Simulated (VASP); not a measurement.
A run of VASP 6.6.1 is set up as follows.

File INCAR:

```
SYSTEM = BiTe
  PREC = Accurate
  ENCUT = 520
  EDIFF = 1E-6
  ISMEAR = -1
  SIGMA = 0.05
  LREAL = .FALSE.
  LASPH = .TRUE.
  NELM = 100
  ALGO = Normal
  ISIF = 2
  LWAVE = .FALSE.
  LCHARG = .TRUE.
  GGA = PS
  IVDW = 13
  LELF = .TRUE.
  LVHAR = .TRUE.
  NBANDS = 18
```

KPOINTS

```
Automatic mesh
0
G
  7 7 7
  0 0 0
```

The input POSCAR:

```
BiTe
1.0
    0.0000000000      3.1751698774      3.1751698774
    3.1751698774      0.0000000000      3.1751698774
    3.1751698774      3.1751698774      0.0000000000
Bi Te
1 1
Direct
    0.0000000000      0.0000000000      0.0000000000
    0.5000000000      0.5000000000      0.5000000000
```

Potentials or basis: VASP PAW PBE potentials, release 64 (Bi_d, Te).

Run with:

```console
$ cat potpaw_PBE.64/Bi_d/POTCAR potpaw_PBE.64/Te/POTCAR > POTCAR
$ mpirun -np 1 vasp_std > vasp.out
```

Q: What does it give for the pressure?

A: 0.0 GPa.

Q: Predict the dispersion energy per atom.

A: -0.299 eV.

Caveat: the PAW data sets were made with another functional, which shifts forces and pressure a little; pairwise dispersion overbinds metals, which lowers pressure and volume.
